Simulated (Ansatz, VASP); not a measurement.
Two plane-wave programs on Cs2In

```
CELL_PARAMETERS angstrom
2.79520 1.61381 8.52809
-2.79520 1.61381 8.52809
0.00000 -3.22761 8.52809
ATOMIC_POSITIONS crystal
Cs 0.75431 0.75431 0.75431
Cs 0.24569 0.24569 0.24569
In 0.00000 0.00000 0.00000
```

Alike in both runs: functional PBE; k mesh 6 × 6 × 6; occupations gaussian, width 0.1 eV; no spin polarisation.

Ansatz relaxed the structure, and its values are those at the end. VASP's run is a single point on that final structure, the one shown.

|  | VASP | Ansatz |
| --- | --- | --- |
| version | VASP 6.6.1 | Ansatz 0.2.0 |
| potentials or method | VASP PAW PBE potentials, release 64 (Cs_sv, In_d), cutoff 520 eV | scalar-relativistic, plane waves, PAW |
| valence electrons in the cell | 31 | 31 |

|  | VASP | Ansatz | Ansatz less VASP |
| --- | --- | --- | --- |
| gap on the k mesh at the Fermi level (eV) | none | none | - |
| pressure (GPa) | 0.1 | 0.1 | +0.01 |
| rms of the force components (eV/Å) | 0.006 | 0.005 | -0.0009 |

A gap of «none» marks a metal or a gap that the smearing closes.

Neither program's run includes spin-orbit coupling.
